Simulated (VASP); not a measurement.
A run of VASP 6.6.1 is set up as follows.

Contents of POSCAR:

```
Si
1.0
    0.0000000000      2.7167456234      2.7167456234
    2.7167456234      0.0000000000      2.7167456234
    2.7167456234      2.7167456234      0.0000000000
Si
2
Direct
    0.0000000000      0.0000000000      0.0000000000
    0.2500000000      0.2500000000      0.2500000000
```

INCAR.step1

```
SYSTEM = Si
PREC = Accurate
ENCUT = 550
ISMEAR = -1
SIGMA = 0.1
LREAL = .False.
LASPH = .True.
NELM = 120
NBANDS = 11
GGA = PE
ALGO = Normal
EDIFF = 1E-5
LWAVE = .True.
LCHARG = .False.
GGA_COMPAT = .False.
```

The input INCAR.step2:

```
SYSTEM = Si
PREC = Accurate
ENCUT = 550
EDIFF = 1E-6
ISMEAR = -1
SIGMA = 0.1
LREAL = .False.
LASPH = .True.
NELM = 120
ALGO = Normal
ISIF = 2
LWAVE = .False.
LCHARG = .False.
METAGGA = R2SCAN
LMIXTAU = .True.
NBANDS = 11
ISTART = 1
GGA_COMPAT = .False.
```

The input KPOINTS:

```
Automatic mesh
0
Gamma
  11 11 11
  0 0 0
```

Potentials or basis: VASP PAW PBE potentials, release 64 (Si).

Run with:

```console
$ cat potpaw_PBE.64/Si/POTCAR > POTCAR
$ cp INCAR.step1 INCAR
$ mpirun -np 1 vasp_std > vasp.out
$ cp INCAR.step2 INCAR
$ mpirun -np 1 vasp_std > vasp.out
```

Problem. Estimate the pressure.

Solution. 0.3 GPa.

Problem. What does it give for the band gap on the k mesh?

Solution. 0.80 eV, indirect (least direct gap 2.76 eV).

Caveat: the PAW data sets were made with another functional, which shifts forces and pressure a little. r2SCAN opens gaps a little over a GGA but as a rule still falls short of measured ones.
